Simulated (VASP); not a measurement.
# Al (I4/mmm) in VASP: further runs

Runs on Al. Level: PBEsol. Tasks: single point.

Program: VASP 6.6.1. These are calculated values, not measurements. Logs are shortened: lines on timing, memory, paths and dates and some standing lists are left out, and cuts for length are marked.

## Step 1: The cell of the first run

It takes space group I4/mmm (No. 139, tetragonal). Conventional cell: a = 2.967 Å, b = 2.967 Å, c = 3.844 Å, α = 90.00°, β = 90.00°, γ = 90.00°. Within 3.7 Å of Al (site symmetry 4/mmm) lie 12 Al at 2.85 to 2.97 Å.

## Step 2: Single point, PBEsol (biaxial strain in the a-b plane: +4.5 %, then relaxed in part)

Contents of INCAR:

```
SYSTEM = Al
  ALGO = Fast
  EDIFF = 1E-7
  ENCUT = 520
  GGA = PS
  ISIF = 2
  ISMEAR = 0
  LASPH = .TRUE.
  LCHARG = .FALSE.
  LREAL = .FALSE.
  LWAVE = .FALSE.
  NBANDS = 10
  NELM = 60
  PREC = Accurate
  SIGMA = 0.1
```

Contents of KPOINTS:

```
k-points
0
G
  18 18 14
  0 0 0
```

Contents of POSCAR:

```
Al
1.0
    2.0980426336      2.0980426336      0.0000000000
   -2.0980426336      2.0980426336      0.0000000000
    0.0000000000      0.0000000000      3.8440364959
Al
2
Direct
    0.0000000000      0.0000000000      0.0000000000
    0.5000000000      0.5000000000      0.5000000000
```

Potentials or basis: VASP PAW PBE potentials, release 64 (Al).

Command:

```console
$ cat potpaw_PBE.64/Al/POTCAR > POTCAR
$ mpirun -np 1 vasp_std > vasp.out
```

OUTCAR:

```text
SYSTEM = Al
   EDIFF = 1E-7
   ENCUT = 520
   GGA = PS
   ISIF = 2
   ISMEAR = 0
   LASPH = .TRUE.
   LREAL = .FALSE.
   NELM = 60
   PREC = Accurate

 ion  position               nearest neighbor table
   1  0.000  0.000  0.000-   2 2.85   2 2.85   2 2.85   2 2.85   2 2.85   2 2.85   2 2.85   2 2.85

   2  0.500  0.500  0.500-   1 2.85   1 2.85   1 2.85   1 2.85   1 2.85   1 2.85   1 2.85   1 2.85

  LATTYP: Found a simple tetragonal cell.
 ALAT       =     2.9670803469
 C/A-ratio  =     1.2955619823

  Lattice vectors:

 A1 = (   2.0980426336,   2.0980426336,   0.0000000000)
 A2 = (  -2.0980426336,   2.0980426336,   0.0000000000)
 A3 = (   0.0000000000,   0.0000000000,   3.8440364959)

Analysis of symmetry for initial positions (statically):
=====================================================================
 Subroutine PRICEL returns following result:

  LATTYP: Found a body centered tetragonal cell.
 ALAT       =     2.9670803469
 C/A-ratio  =     1.2955619823

  Lattice vectors:

 A1 = (   0.0000000000,  -2.0980426336,  -1.9220182479)
 A2 = (   0.0000000000,   2.0980426336,  -1.9220182480)
 A3 = (   2.0980426336,   0.0000000000,   1.9220182479)

   2 primitive cells build up your supercell.

 Routine SETGRP: Setting up the symmetry group for a
 simple tetragonal supercell.

 Subroutine GETGRP returns: Found 16 space group operations
 (whereof 16 operations were pure point group operations)
 out of a pool of 16 trial point group operations.

The static configuration has the point symmetry D_4h.

Analysis of symmetry for dynamics (positions and initial velocities):
=====================================================================
 Subroutine PRICEL returns following result:

  LATTYP: Found a body centered tetragonal cell.
 ALAT       =     2.9670803469
 C/A-ratio  =     1.2955619823

  Lattice vectors:

 A1 = (   0.0000000000,  -2.0980426336,  -1.9220182479)
 A2 = (   0.0000000000,   2.0980426336,  -1.9220182480)
 A3 = (   2.0980426336,   0.0000000000,   1.9220182479)

   2 primitive cells build up your supercell.

 Routine SETGRP: Setting up the symmetry group for a
 simple tetragonal supercell.

 Subroutine GETGRP returns: Found 16 space group operations
 (whereof 16 operations were pure point group operations)
 out of a pool of 16 trial point group operations.

The dynamic configuration has the point symmetry D_4h.

[... 95 lines left out ...]
   NELM   =     60;   NELMIN=  2; NELMDL= -5     # of ELM steps
   EDIFF  = 0.1E-06   stopping-criterion for ELM
   LREAL  =      F    real-space projection
   EDIFFG = 0.1E-05   stopping-criterion for IOM
   NSW    =      0    number of steps for IOM
   IBRION =     -1    ionic relax: 0-MD 1-quasi-New 2-CG
   NFREE  =      0    steps in history (QN), initial steepest desc. (CG)
   ISIF   =      2    stress and relaxation
   ISYM   =      2    0-nonsym 1-usesym 2-fastsym
   POTIM  = 0.5000    time-step for ionic-motion
   TEBEG  =    0.0;   TEEND  =   0.0 temperature during run
   PSTRESS=    0.0 pullay stress
   NELECT =       6.0000    total number of electrons
   NUPDOWN=      -1.0000    fix difference up-down
   EMIN   =  10.00;   EMAX   =-10.00  energy-range for DOS
   EFERMI =   0.00;   METHOD = LEGACY
   ISMEAR =     0;   SIGMA  =   0.10  broadening in eV -4-tet -1-fermi 0-gaus
   EFERMI_NEDOS =   21; number of points for ismear=-14 and -15
   IALGO  =     68    algorithm
   IMIX   =      4    mixing-type and parameters
     AMIX     =   0.40;   BMIX     =  1.00
     AMIX_MAG =   1.60;   BMIX_MAG =  1.00
  volume/ion in A,a.u.               =      16.92       114.19
  Fermi-wavevector in a.u.,A,eV,Ry     =   0.919694  1.737969 11.508304  0.845836
  Thomas-Fermi vector in A             =   2.044916
   LORBIT       =      0    0 simple, 1 ext, 2 COOP (PROOUT), +10 PAW based schemes
   GGA     = PS    functional components
   LHFCALC =     F    Hartree Fock is set to
   AEXX    =    0.0000 exact exchange contribution
   IVDW    =     0    specifies the selected vdW correction
   LEPSILON=     F    determine dielectric tensor
   LRPA    =     F    only Hartree local field effects (RPA)
 non-spin polarized calculation
 RMM-DIIS sequential band-by-band and
 Gauss-broadening in eV      SIGMA  =   0.10
  energy-cutoff  :      520.00
  volume of cell :       33.84
 maximum number of plane-waves:       942
 NGX is ok and might be reduce to    24
   NGX = 11   NGY = 11   NGZ = 15

 number of electron       6.0000000 magnetization

 Free energy of the ion-electron system (eV)
  ---------------------------------------------------
  ext. energy  EPLUGINS =         0.00000000
  ---------------------------------------------------
  free energy    TOTEN  =        -8.15101984 eV

  energy without entropy =       -8.14778553  energy(sigma->0) =       -8.14940268

 E-fermi :   7.6880     XC(G=0): -10.1656

 val. band max:        7.6868514257   @ k =   0.1111   0.1111   0.0000
 cond. band min:       7.7111493969   @ k =   0.3889   0.3889   0.4286
 fundamental gap:      0.0242979713
 Fermi energy:         7.6879676227

 k-point     1 :       0.0000    0.0000    0.0000
  band No.  band energies     occupation
      1      -3.2664      2.00000
      2       5.7382      2.00000
      3       7.3021      2.00000
      4      12.1418      0.00000
      5      12.1418      0.00000
      6      12.2996      0.00000
      7      15.4424      0.00000
      8      19.9480      0.00000
      9      19.9480      0.00000
     10      20.8406      0.00000
[... 287 lines left out ...]
 k-point    24 :       0.3333    0.1111    0.0000
  band No.  band energies     occupation
      1      -1.2049      2.00000
      2       4.2099      2.00000
      3       7.6265      1.61535
      4       9.3241      0.00000
      5      11.3683      0.00000
      6      12.7393      0.00000
      7      14.4343      0.00000
      8      16.3794      0.00000
      9      18.3846      0.00000
     10      19.4937      0.00000

 [... further k-points ...]
[... 5 lines left out ...]
  --------------------------------------------------------------------------------------
  -------------------------------------------------------------------------------------
  Total       -0.9057011     -0.9057011      0.0122948      0.0000000      0.0000000      0.0000000
  in kB      -42.8794656    -42.8794656      0.5820824      0.0000000      0.0000000      0.0000000
  external PRESSURE =     -28.3922830 kB  Pullay stress =       0.0000000 kB

 VOLUME and BASIS-vectors are now :
 -----------------------------------------------------------------------------
  energy-cutoff  :      520.00
  volume of cell :       33.84
      direct lattice vectors                 reciprocal lattice vectors
     2.098042634  2.098042634  0.000000000     0.238317369  0.238317369  0.000000000
    -2.098042634  2.098042634  0.000000000    -0.238317369  0.238317369  0.000000000
     0.000000000  0.000000000  3.844036496     0.000000000  0.000000000  0.260143212

 POSITION                                       TOTAL-FORCE (eV/Angst)
 -----------------------------------------------------------------------------------
      0.00000      0.00000      0.00000         0.000000     -0.000000      0.000000
      0.00000      2.09804      1.92202        -0.000000      0.000000      0.000000
 -----------------------------------------------------------------------------------
    total drift:                               -0.000000      0.000000     -0.000000

  FREE ENERGIE OF THE ION-ELECTRON SYSTEM (eV)
  ---------------------------------------------------
  free  energy   TOTEN  =        -8.1510198353 eV

  energy  without entropy=       -8.1477855339  energy(sigma->0) =       -8.14940268
```

It took 1.8 min on 1 thread of Intel Xeon Platinum 8259CL at 2.50GHz (Skylake/Cascade Lake), shared host; peak memory 0.23 GiB.

Results:

* Free energy: -8.1510 eV
* Pressure: -2.8 GPa
* Band gap on the k mesh: zero (band 3 reaches 14.29 eV, above the bottom of band 4 at 3.38 eV)

Levels at points of the mesh, in eV from the Fermi level:
| k point | band 1 | band 2 | band 3 | band 4 | band 5 | band 6 | band 7 | band 8 |
| --- | --- | --- | --- | --- | --- | --- | --- | --- |
| (0.00, 0.00, 0.00) | -10.95 | -1.95 | -0.39 | 4.45 | 4.45 | 4.61 | 7.75 | 12.26 |
| (0.50, 0.00, 0.00) | -6.81 | -6.81 | 1.88 | 1.88 | 3.67 | 3.67 | 8.08 | 8.08 |
| (0.50, 0.50, 0.00) | -3.25 | -3.25 | -2.19 | -2.19 | 5.68 | 5.68 | 5.79 | 5.79 |
| (0.00, 0.00, 0.50) | -8.47 | -8.47 | 6.60 | 6.60 | 6.60 | 6.60 | 7.09 | 7.09 |
| (0.50, 0.00, 0.50) | -4.48 | -4.48 | -4.31 | -4.31 | 10.14 | 10.14 | 10.40 | 10.40 |
| (0.50, 0.50, 0.50) | -0.95 | -0.95 | -0.95 | -0.95 | -0.13 | -0.13 | 0.66 | 0.66 |

Caveat: the cell differs from its parent crystal (biaxial strain in the a-b plane: +4.5 %, then relaxed in part); the PAW data sets were made with another functional, which shifts forces and pressure a little.

## Step 3: Single point, PBEsol (biaxial strain in the a-b plane: +4.5 %)

Contents of INCAR:

```
ALGO = Fast
EDIFF = 1E-7
ENCUT = 520
GGA = PS
ISIF = 2
ISMEAR = 0
LASPH = True
LCHARG = True
LELF = True
LREAL = False
LVHAR = True
LWAVE = False
NBANDS = 10
NELM = 60
PREC = Accurate
SIGMA = 0.1
```

Contents of KPOINTS:

```
k-points
0
Gamma
  18 18 14
```

Edit POSCAR of step 2 so:

```diff
@@ -4,3 +4,3 @@
    -2.0980426336      2.0980426336      0.0000000000
-    0.0000000000      0.0000000000      3.8440364959
+    0.0000000000      0.0000000000      3.9069770000
 Al
```

Potentials or basis: VASP PAW PBE potentials, release 64 (Al).

Command:

```console
$ cat potpaw_PBE.64/Al/POTCAR > POTCAR
$ mpirun -np 1 vasp_std > vasp.out
```

Run time: 94 s. Hardware: 1 thread of Intel Xeon Platinum 8488C (Sapphire Rapids), shared host; peak memory 0.23 GiB.

It converged, with:

* Free energy: -8.1468 eV
* Pressure: -4.0 GPa
* Band gap on the k mesh: zero (band 3 reaches 14.18 eV, above the bottom of band 4 at 3.23 eV)

Stress tensor (GPa, compression positive):
```
-4.81  0.00  0.00
 0.00 -4.81  0.00
 0.00  0.00 -2.47
```

Levels at points of the mesh, in eV from the Fermi level:
```tsv
k point	band 1	band 2	band 3	band 4	band 5	band 6
(0.00, 0.00, 0.00)	-10.85	-2.10	-0.62	4.57	4.57	4.73
(0.50, 0.00, 0.00)	-6.70	-6.70	1.74	1.74	3.42	3.42
(0.50, 0.50, 0.00)	-3.14	-3.14	-2.08	-2.08	5.57	5.57
(0.00, 0.00, 0.50)	-8.44	-8.44	6.66	6.66	6.66	6.66
(0.50, 0.00, 0.50)	-4.42	-4.42	-4.30	-4.30	10.16	10.16
(0.50, 0.50, 0.50)	-0.90	-0.90	-0.90	-0.90	-0.04	-0.04
```

Caveat: the cell differs from its parent crystal (biaxial strain in the a-b plane: +4.5 %); the PAW data sets were made with another functional, which shifts forces and pressure a little.

## Step 4: Single point, PBEsol (biaxial strain in the a-b plane: -4.5 %, then relaxed in part)

Contents of INCAR:

```
PREC = Accurate ; ENCUT = 520
EDIFF = 1E-6 ; ISMEAR = 0
SIGMA = 0.1 ; LREAL = False
LASPH = True ; NELM = 80
ALGO = Fast ; ISIF = 2
LWAVE = False ; LCHARG = False
GGA = PS ; NBANDS = 10
```

Contents of KPOINTS:

```
regular mesh
0
Gamma
  18 18 14
```

Contents of POSCAR:

```
Al
1.0
    1.9173499666      1.9173499666      0.0000000000
   -1.9173499666      1.9173499666      0.0000000000
    0.0000000000      0.0000000000      4.2054679196
Al
2
Direct
    0.0000000000      0.0000000000      0.0000000000
    0.5000000000      0.5000000000      0.5000000000
```

Command:

```console
$ cat potpaw_PBE.64/Al/POTCAR > POTCAR
$ mpirun -np 1 vasp_std > vasp.out
```

Wall time 60 s (1 thread of Intel Xeon Platinum 8488C (Sapphire Rapids), shared host); peak memory 0.21 GiB.

Results (log left out):

* Free energy: -8.1301 eV
* Pressure: 4.9 GPa
* Band gap on the k mesh: zero (band 3 reaches 15.04 eV, above the bottom of band 4 at 4.21 eV)

Stress tensor (GPa, compression positive):
```
7.38 0.00 0.00
0.00 7.38 0.00
0.00 0.00 0.06
```

Levels at points of the mesh, in eV from the Fermi level:
```
           k point  band 1  band 2  band 3  band 4  band 5  band 6  band 7
(0.00, 0.00, 0.00)  -11.57   -3.92   -2.87    6.04    7.14    7.14   10.87
(0.50, 0.00, 0.00)   -6.64   -6.64    0.71    0.71    1.97    1.97   11.36
(0.50, 0.50, 0.00)   -2.57   -2.57   -0.97   -0.97    5.02    5.02    5.07
(0.00, 0.00, 0.50)   -9.50   -9.50    6.33    6.33    8.05    8.05    8.87
(0.50, 0.00, 0.50)   -4.83   -4.83   -4.42   -4.42   10.49   10.49   10.53
(0.50, 0.50, 0.50)   -0.68   -0.68   -0.68   -0.68    0.42    0.42    1.92
```

Caveat: the cell differs from its parent crystal (biaxial strain in the a-b plane: -4.5 %, then relaxed in part); the PAW data sets were made with another functional, which shifts forces and pressure a little.

## Step 5: Overview

```tsv
cell	further INCAR settings	gap on the mesh (eV)	pressure (GPa)
a = 2.967, b = 2.967, c = 3.844 Å, 2 atoms	ALGO = Fast; EDIFF = 1e-07; NBANDS = 10	none	-2.8
a = 2.967, b = 2.967, c = 3.907 Å, 2 atoms	ALGO = Fast; EDIFF = 1e-07; NBANDS = 10	none	-4.0
a = 2.712, b = 2.712, c = 4.205 Å, 2 atoms	ALGO = Fast; EDIFF = 1e-06; NBANDS = 10	none	4.9
```

Alike in all rows: task single point; level PBEsol; potentials or basis VASP PAW PBE potentials, release 64 (Al); no spin polarisation; k mesh 18 × 18 × 14; cutoff (eV) 520; smearing gaussian 0.1 eV.

Caveats: the PAW data sets were made with another functional, which shifts forces and pressure a little.

Absolute energies hang on the potentials; compare differences alone.
